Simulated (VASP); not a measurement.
# MoS2 (Cm) in VASP: single point with PBE+D3(BJ)

Aim: the single point of MoS2 with PBE+D3(BJ).

Program: VASP 6.6.1. These are calculated values, not measurements. Logs are shortened: lines on timing, memory, paths and dates and some standing lists are left out, and cuts for length are marked.

**1. The cell of the first run**

It takes space group Cm (No. 8, monoclinic). The conventional cell has a = 10.911 Å, b = 6.299 Å, c = 6.648 Å, α = 90.00°, β = 90.00°, γ = 90.00°. Mo (site symmetry m) has 6 S at 2.25 to 2.63 Å and 6 Mo at 3.01 to 3.30 Å within 3.4 Å. Mo (site symmetry m) has 6 S at 2.40 Å and 6 Mo at 3.15 to 3.16 Å within 3.2 Å. Within 3.4 Å of Mo (site symmetry 1) lie 6 S at 2.40 Å and 6 Mo at 3.01 to 3.30 Å. Within 3.2 Å of S (site symmetry m) lie 3 Mo at 2.40 to 2.63 Å and 7 S at 3.13 to 3.15 Å. Within 3.2 Å of S (site symmetry m) lie 3 Mo at 2.40 Å and 7 S at 3.13 to 3.15 Å. S (site symmetry 1) has 3 Mo at 2.40 to 2.44 Å and 7 S at 3.13 to 3.15 Å within 3.2 Å. Within 3.2 Å of S (site symmetry m) lie 3 Mo at 2.40 to 2.44 Å and 7 S at 3.13 to 3.15 Å. Within 3.2 Å of S (site symmetry m) lie 3 Mo at 2.40 Å and 7 S at 3.13 to 3.15 Å.

**2. Single point, PBE+D3(BJ) (atom 1 (Mo) moved -0.225 Å towards its neighbour atom 5 (S) at 2.400 Å)**

The input, INCAR:

```
PREC = Accurate ; ENCUT = 520
EDIFF = 1E-7 ; ISMEAR = 0
SIGMA = 0.05 ; LREAL = False
LASPH = True ; NELM = 100
ALGO = Normal ; ISIF = 2
LWAVE = False ; LCHARG = True
GGA = PE ; IVDW = 12
LELF = True ; LVHAR = True
NBANDS = 64
```

The input, KPOINTS:

```
Automatic mesh
0
Gamma
  6 6 4
```

The input, POSCAR:

```
MoS2
1.0
    6.2994479940      0.0000000001      0.0000000000
   -3.1497239971      5.4554819926      0.0000000000
    0.0000000000      0.0000000000      6.6475426602
Mo S
4 8
Direct
    0.5312466836      0.5156233418     -0.0220916463
    0.5000000000      0.0000000000      0.0000000000
    0.0000000000      0.5000000000      0.0000000000
    0.0000000000      0.0000000000      0.0000000000
    0.1666666667      0.3333333333      0.2356692374
    0.1666666667      0.8333333333      0.2356692374
    0.6666666667      0.3333333333      0.2356692374
    0.6666666667      0.8333333333      0.2356692374
    0.1666666667      0.3333333333      0.7643307626
    0.1666666667      0.8333333333      0.7643307626
    0.6666666667      0.3333333333      0.7643307626
    0.6666666667      0.8333333333      0.7643307626
```

Potentials or basis: VASP PAW PBE potentials, release 64 (Mo_sv, S).

On the command line:

```
$ cat potpaw_PBE.64/Mo_sv/POTCAR potpaw_PBE.64/S/POTCAR > POTCAR
$ mpirun -np 1 vasp_std > vasp.out
```

OUTCAR:

```text
PREC = Accurate
   ENCUT = 520
   EDIFF = 1E-7
   ISMEAR = 0
   LREAL = False
   LASPH = True
   NELM = 100
   ISIF = 2
   GGA = PE
   IVDW = 12
 IVDW          = 12

 ion  position               nearest neighbor table
   1  0.531  0.516  0.978-  12 2.25  11 2.25   8 2.44   7 2.44   9 2.44   5 2.63   3 3.01   4 3.01
                             2 3.16   2 3.16   3 3.30   4 3.30
   2  0.500  0.000  0.000-   6 2.40  10 2.40   7 2.40  11 2.40   8 2.40  12 2.40   4 3.15   4 3.15
                             3 3.15   3 3.15   1 3.16   1 3.16
   3  0.000  0.500  0.000-   7 2.40  11 2.40  10 2.40   6 2.40   5 2.40   9 2.40   1 3.01   2 3.15
                             2 3.15   4 3.15   4 3.15   1 3.30
   4  0.000  0.000  0.000-   8 2.40  12 2.40   9 2.40   5 2.40  10 2.40   6 2.40   1 3.01   2 3.15
                             2 3.15   3 3.15   3 3.15   1 3.30
   5  0.167  0.333  0.236-   4 2.40   3 2.40   1 2.63
   6  0.167  0.833  0.236-   2 2.40   3 2.40   4 2.40
   7  0.667  0.333  0.236-   3 2.40   2 2.40   1 2.44
   8  0.667  0.833  0.236-   4 2.40   2 2.40   1 2.44
   9  0.167  0.333  0.764-   4 2.40   3 2.40   1 2.44
  10  0.167  0.833  0.764-   2 2.40   3 2.40   4 2.40
  11  0.667  0.333  0.764-   1 2.25   3 2.40   2 2.40
  12  0.667  0.833  0.764-   1 2.25   4 2.40   2 2.40

  LATTYP: Found a hexagonal cell.
 ALAT       =     6.2994479940
 C/A-ratio  =     1.0552579633

  Lattice vectors:

 A1 = (   6.2994479940,   0.0000000001,   0.0000000000)
 A2 = (  -3.1497239971,   5.4554819926,   0.0000000000)
 A3 = (   0.0000000000,   0.0000000000,   6.6475426602)

Analysis of symmetry for initial positions (statically):
=====================================================================
 Subroutine PRICEL returns:
 Original cell was already a primitive cell.

 Routine SETGRP: Setting up the symmetry group for a
 hexagonal supercell.

 Subroutine GETGRP returns: Found  2 space group operations
 (whereof  1 operations were pure point group operations)
 out of a pool of 24 trial point group operations.

The static configuration has the point symmetry C_1 .
 The point group associated with its full space group is C_1h.

Analysis of symmetry for dynamics (positions and initial velocities):
=====================================================================
 Subroutine PRICEL returns:
 Original cell was already a primitive cell.

 Routine SETGRP: Setting up the symmetry group for a
 hexagonal supercell.

 Subroutine GETGRP returns: Found  2 space group operations
 (whereof  1 operations were pure point group operations)
 out of a pool of 24 trial point group operations.

The dynamic configuration has the point symmetry C_1 .
 The point group associated with its full space group is C_1h.

 Subroutine INISYM returns: Found  2 space group operations
 (whereof  1 operations are pure point group operations),
 and found     1 'primitive' translations

----------------------------------------------------------------------------------------

                                     Primitive cell

  volume of cell :     228.4529

  direct lattice vectors                    reciprocal lattice vectors
     6.299447994  0.000000000  0.000000000     0.158744068  0.091650930  0.000000000
    -3.149723997  5.455481993  0.000000000    -0.000000000  0.183301861  0.000000000
     0.000000000  0.000000000  6.647542660     0.000000000  0.000000000  0.150431528

  length of vectors
     6.299447994  6.299447994  6.647542660     0.183301861  0.183301861  0.150431528

  position of ions in fractional coordinates (direct lattice)
     0.531246684  0.515623342  0.977908354
     0.500000000  0.000000000  0.000000000
     0.000000000  0.500000000  0.000000000
     0.000000000  0.000000000  0.000000000
     0.166666667  0.333333333  0.235669237
     0.166666667  0.833333333  0.235669237
     0.666666667  0.333333333  0.235669237
     0.666666667  0.833333333  0.235669237
     0.166666667  0.333333333  0.764330763
     0.166666667  0.833333333  0.764330763
     0.666666667  0.333333333  0.764330763
     0.666666667  0.833333333  0.764330763

  ion indices of the primitive-cell ions
   primitive index   ion index
                 1           1
                 2           2
                 3           3
                 4           4
                 5           5
                 6           6
                 7           7
                 8           8
                 9           9
                10          10
                11          11
                12          12

----------------------------------------------------------------------------------------

 KPOINTS: Automatic mesh

Automatic generation of k-mesh.
 Grid dimensions read from file:
 generate k-points for:    6    6    4

 Generating k-lattice:

  Cartesian coordinates                     Fractional coordinates (reciprocal lattice)
     0.026457345  0.015275155  0.000000000     0.166666667  0.000000000  0.000000000
    -0.000000000  0.030550310  0.000000000     0.000000000  0.166666667  0.000000000
     0.000000000  0.000000000  0.037607882     0.000000000  0.000000000  0.250000000

  Length of vectors
     0.030550310  0.030550310  0.037607882

  Shift w.r.t. Gamma in fractional coordinates (k-lattice)
     0.000000000  0.000000000  0.000000000

 Subroutine IBZKPT returns following result:
 ===========================================

 Found     47 irreducible k-points:

 Following reciprocal coordinates:
            Coordinates               Weight
  0.000000  0.000000  0.000000      1.000000
  0.166667 -0.000000  0.000000      2.000000
 -0.000000  0.166667  0.000000      4.000000
  0.333333 -0.000000  0.000000      2.000000
 -0.000000  0.333333  0.000000      4.000000
  0.500000 -0.000000  0.000000      1.000000
[... 16 lines left out ...]
  0.500000 -0.000000  0.250000      2.000000
 -0.000000  0.500000  0.250000      4.000000
 [... further k-points ...]
   k-points           NKPTS =     47   k-points in BZ     NKDIM =     47   number of bands    NBANDS=     64
   number of dos      NEDOS =    301   number of ions     NIONS =     12
   total plane-waves  NPLWV = 115200
   dimension x,y,z NGX =    48 NGY =   48 NGZ =   50
   dimension x,y,z NGXF=    96 NGYF=   96 NGZF=  100
   ions per type =               4   8
   NGX,Y,Z   is equivalent  to a cutoff of  12.67, 12.67, 12.50 a.u.
   NGXF,Y,Z  is equivalent  to a cutoff of  25.33, 25.33, 25.01 a.u.
 SYSTEM =  unknown system
   PREC   = accura    normal or accurate (medium, high low for compatibility)
   ISTART =      0    job   : 0-new  1-cont  2-samecut
   ICHARG =      2    charge: 1-file 2-atom 10-const
   ISPIN  =      1    spin polarized calculation?
   LNONCOLLINEAR =      F non collinear calculations
   LSORBIT =      F    spin-orbit coupling
   LASPH  =      T    aspherical Exc in radial PAW
   ENCUT  =  520.0 eV  38.22 Ry    6.18 a.u.  11.71 11.71 12.36*2*pi/ulx,y,z
   NELM   =    100;   NELMIN=  2; NELMDL= -5     # of ELM steps
   EDIFF  = 0.1E-06   stopping-criterion for ELM
   LREAL  =      F    real-space projection
   EDIFFG = 0.1E-05   stopping-criterion for IOM
   NSW    =      0    number of steps for IOM
   IBRION =     -1    ionic relax: 0-MD 1-quasi-New 2-CG
   NFREE  =      0    steps in history (QN), initial steepest desc. (CG)
   ISIF   =      2    stress and relaxation
   ISYM   =      2    0-nonsym 1-usesym 2-fastsym
   POTIM  = 0.5000    time-step for ionic-motion
   TEBEG  =    0.0;   TEEND  =   0.0 temperature during run
   PSTRESS=    0.0 pullay stress
   NELECT =     104.0000    total number of electrons
   NUPDOWN=      -1.0000    fix difference up-down
   EMIN   =  10.00;   EMAX   =-10.00  energy-range for DOS
   EFERMI =   0.00;   METHOD = LEGACY
   ISMEAR =     0;   SIGMA  =   0.05  broadening in eV -4-tet -1-fermi 0-gaus
   EFERMI_NEDOS =   21; number of points for ismear=-14 and -15
   IALGO  =     38    algorithm
   IMIX   =      4    mixing-type and parameters
     AMIX     =   0.40;   BMIX     =  1.00
     AMIX_MAG =   1.60;   BMIX_MAG =  1.00
  volume/ion in A,a.u.               =      19.04       128.47
  Fermi-wavevector in a.u.,A,eV,Ry     =   1.259371  2.379866 21.579049  1.586015
  Thomas-Fermi vector in A             =   2.392934
   LORBIT       =      0    0 simple, 1 ext, 2 COOP (PROOUT), +10 PAW based schemes
   GGA     = PE    functional components
   LHFCALC =     F    Hartree Fock is set to
   AEXX    =    0.0000 exact exchange contribution
   IVDW    =    12    specifies the selected vdW correction
   LEPSILON=     F    determine dielectric tensor
   LRPA    =     F    only Hartree local field effects (RPA)
 non-spin polarized calculation
 Gauss-broadening in eV      SIGMA  =   0.05
  energy-cutoff  :      520.00
  volume of cell :      228.45
 maximum number of plane-waves:      6192
   NGX = 23   NGY = 23   NGZ = 25

 number of electron     104.0000001 magnetization

 Free energy of the ion-electron system (eV)
  ---------------------------------------------------
  ext. energy  EPLUGINS =         0.00000000
  ---------------------------------------------------
  free energy    TOTEN  =       -86.53930758 eV

  energy without entropy =      -86.53930758  energy(sigma->0) =      -86.53930758

 E-fermi :   6.7809     XC(G=0): -10.2987

 val. band max:        6.5151614529   @ k =   0.0000   0.0000   0.5000
 cond. band min:       7.4107837742   @ k =   0.3333   0.3333   0.0000
 fundamental gap:      0.8956223213
 Fermi energy:         6.7808908529

 k-point     1 :       0.0000    0.0000    0.0000
  band No.  band energies     occupation
      1     -54.7731      2.00000
      2     -54.7318      2.00000
      3     -54.7253      2.00000
      4     -54.7152      2.00000
      5     -29.1541      2.00000
      6     -29.1056      2.00000
[... 56 lines left out ...]
     63       9.9094      0.00000
     64      10.3921      0.00000

 k-point     2 :       0.1667   -0.0000    0.0000
  band No.  band energies     occupation
      1     -54.7707      2.00000
      2     -54.7332      2.00000
      3     -54.7253      2.00000
      4     -54.7163      2.00000
      5     -29.1412      2.00000
      6     -29.0830      2.00000
[... 56 lines left out ...]
     63       9.8226      0.00000
     64      10.1307      0.00000

 k-point     3 :      -0.0000    0.1667    0.0000
  band No.  band energies     occupation
      1     -54.7706      2.00000
      2     -54.7331      2.00000
      3     -54.7262      2.00000
      4     -54.7157      2.00000
      5     -29.1354      2.00000
      6     -29.0901      2.00000
[... 1396 lines left out ...]
     63       9.2074      0.00000
     64       9.2930      0.00000

 k-point    24 :      -0.0000    0.5000    0.2500
  band No.  band energies     occupation
      1     -54.7596      2.00000
      2     -54.7412      2.00000
      3     -54.7284      2.00000
      4     -54.7163      2.00000
      5     -29.0642      2.00000
      6     -29.0329      2.00000
[... 56 lines left out ...]
     63       9.3001      0.00000
     64       9.4233      0.00000

 [... further k-points ...]

------------------------ aborting loop because EDIFF is reached ----------------------------------------

 Edisp (eV)   -4.77065

 E8    (eV) :    -1.9270

  FORCE on cell =-STRESS in cart. coord.  units (eV):
  Direction    XX          YY          ZZ          XY          YZ          ZX
  --------------------------------------------------------------------------------------
  -------------------------------------------------------------------------------------
  Total       0.73185     2.05071     1.17901    -1.14217    -0.45385    -0.78608
  in kB       5.13257    14.38195     8.26856    -8.01020    -3.18290    -5.51293
  external pressure =        9.26 kB  Pullay stress =        0.00 kB

 VOLUME and BASIS-vectors are now :
 -----------------------------------------------------------------------------
  energy-cutoff  :      520.00
  volume of cell :      228.45
      direct lattice vectors                 reciprocal lattice vectors
     6.299447994  0.000000000  0.000000000     0.158744068  0.091650930  0.000000000
    -3.149723997  5.455481993  0.000000000    -0.000000000  0.183301861  0.000000000
     0.000000000  0.000000000  6.647542660     0.000000000  0.000000000  0.150431528

 POSITION                                       TOTAL-FORCE (eV/Angst)
 -----------------------------------------------------------------------------------
      1.72249      2.81297      6.50069        -3.605199     -2.081462      4.008434
      3.14972      0.00000      0.00000         0.070745      0.040845      0.261544
     -1.57486      2.72774      0.00000         0.428294      0.017599      0.153585
      0.00000      0.00000      0.00000         0.229388      0.362114      0.153585
      0.00000      1.81849      1.56662         0.781536      0.451220     -0.833081
     -1.57486      4.54623      1.56662        -0.057130     -0.032984     -0.103299
      3.14972      1.81849      1.56662         0.080233      0.204207     -0.361704
      1.57486      4.54623      1.56662         0.216965     -0.032620     -0.361704
      0.00000      1.81849      5.08092         0.356200      0.205652     -0.141140
     -1.57486      4.54623      5.08092        -0.009866     -0.005696     -0.100211
      3.14972      1.81849      5.08092         1.323503     -0.550123     -1.338004
      1.57486      4.54623      5.08092         0.185331      1.421248     -1.338004
 -----------------------------------------------------------------------------------
    total drift:                                0.000004      0.000004      0.000285

  FREE ENERGIE OF THE ION-ELECTRON SYSTEM (eV)
  ---------------------------------------------------
  free  energy   TOTEN  =       -91.3099591975 eV

  energy  without entropy=      -91.3099591975  energy(sigma->0) =      -91.30995920
```

Wall time 17 min (1 thread of Intel Xeon Platinum 8488C (Sapphire Rapids), shared host); peak memory 0.65 GiB.

What came out:

* Free energy: -91.3100 eV
* Pressure: 0.9 GPa
* Largest force: 5.779 eV/Å
* Band gap on the k mesh: 0.90 eV (least direct gap 1.30 eV)
* Dispersion energy per atom: -0.398 eV

Forces on the atoms (eV/Å):
```
Mo  -3.605 -2.081  4.008
Mo   0.071  0.041  0.262
Mo   0.428  0.018  0.154
Mo   0.229  0.362  0.154
S    0.782  0.451 -0.833
S   -0.057 -0.033 -0.103
S    0.080  0.204 -0.362
S    0.217 -0.033 -0.362
S    0.356  0.206 -0.141
S   -0.010 -0.006 -0.100
S    1.324 -0.550 -1.338
S    0.185  1.421 -1.338
```

Stress tensor (GPa, compression positive):
```
 0.51 -0.80 -0.55
-0.80  1.44 -0.32
-0.55 -0.32  0.83
```

Caveat: the cell differs from its parent crystal (atom 1 (Mo) moved -0.225 Å towards its neighbour atom 5 (S) at 2.400 Å); forces of over 1 eV/Å act on the atoms, so gaps and moduli don't describe the material at rest. A k mesh can miss the band edges.
